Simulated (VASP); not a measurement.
A run of VASP 6.6.1 is set up as follows.

Contents of INCAR:

```
PREC = Accurate ; ENCUT = 500
EDIFF = 1E-6 ; ISMEAR = 0
SIGMA = 0.2 ; LREAL = F
LASPH = T ; NELM = 120
ALGO = Normal ; ISIF = 2
LWAVE = F ; LCHARG = F
GGA = PE ; NBANDS = 36
GGA_COMPAT = F
```

File KPOINTS:

```
Automatic mesh
0
Gamma
  5 5 4
```

File POSCAR:

```
MoW3
1.0
    4.5884231487      0.0000000031      0.0000000000
   -2.2942115771      3.9736910085      0.0000000000
    0.0000000000      0.0000000000      4.7733128339
Mo W
1 3
Direct
    0.0000000000      0.0000000000      0.0000000000
    0.0000000000      0.0000000000      0.5000000000
    0.3333333333      0.6666666667      0.0000000000
    0.6666666667      0.3333333333      0.0000000000
```

Potentials or basis: VASP PAW PBE potentials, release 64 (Mo_sv, W_sv).

The run is started by

```sh
$ cat potpaw_PBE.64/Mo_sv/POTCAR potpaw_PBE.64/W_sv/POTCAR > POTCAR
$ mpirun -np 1 vasp_std > vasp.out
```

**Question.** Predict the pressure.

**Answer.** 0.6 GPa.

**Question.** What does it give for the band gap on the k mesh?

**Answer.** Zero (bands 28 and 29 overlap by 1.01 eV).

Stress tensor (GPa, compression positive):
```
0.46 0.00 0.00
0.00 0.46 0.00
0.00 0.00 0.92
```

Caveat: spin-orbit coupling is left out, which moves the levels of the heavy elements.
